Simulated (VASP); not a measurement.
Set up this calculation in VASP 6.6.1, as the native input.

```yaml
Task: single point
Functional: LDA
Potentials_or_basis: VASP PAW LDA potentials, release 64 (Li_sv, In_d)
Cutoff: 520 eV
k_mesh: 4 × 4 × 4, shifted
Occupations: methfessel-paxton, width 0.2 eV
Spin: no spin polarisation
Dipole_correction: no
Further_INCAR_settings: ALGO = Normal; EDIFF = 1e-06; NBANDS = 24; ISYM = 0
```

The structure of LiIn lies in POSCAR:

```
LiIn
1.0
    0.0000000000      3.3930000000      3.3930000000
    3.3930000000      0.0000000000      3.3930000000
    3.3930000000      3.3930000000      0.0000000000
Li In
2 2
Direct
    0.5000000000      0.5000000000      0.5000000000
    0.7500000000      0.7500000000      0.7500000000
    0.0000000000      0.0000000000      0.0000000000
    0.2500000000      0.2500000000      0.2500000000
```

One way to write it, as run:

INCAR

```
PREC = Accurate
ENCUT = 520
EDIFF = 1E-6
ISMEAR = 1
SIGMA = 0.2
LREAL = F
LASPH = T
NELM = 100
ALGO = Normal
ISIF = 2
LWAVE = F
LCHARG = F
NBANDS = 24
ISYM = 0
```

KPOINTS

```
Automatic mesh
0
Gamma
  4 4 4
  0.5 0.5 0.5
```

Potentials or basis: VASP PAW LDA potentials, release 64 (Li_sv, In_d).

The run is started by

```sh
$ cat potpaw_LDA.64/Li_sv/POTCAR potpaw_LDA.64/In_d/POTCAR > POTCAR
$ mpirun -np 1 vasp_std > vasp.out
```

It gave:

| Quantity | Value |
| --- | --- |
| Band gap on the k mesh | zero (bands 16 and 17 overlap by 0.04 eV) |

Caveat: the k points lie up to 0.40 Å⁻¹ apart; spin-orbit coupling is left out, which moves the levels of the heavy elements.

Run time: 67 s on 1 thread of Intel(R) Xeon(R) 6975P-C (Granite Rapids) (shared host), peak memory 0.31 GiB.
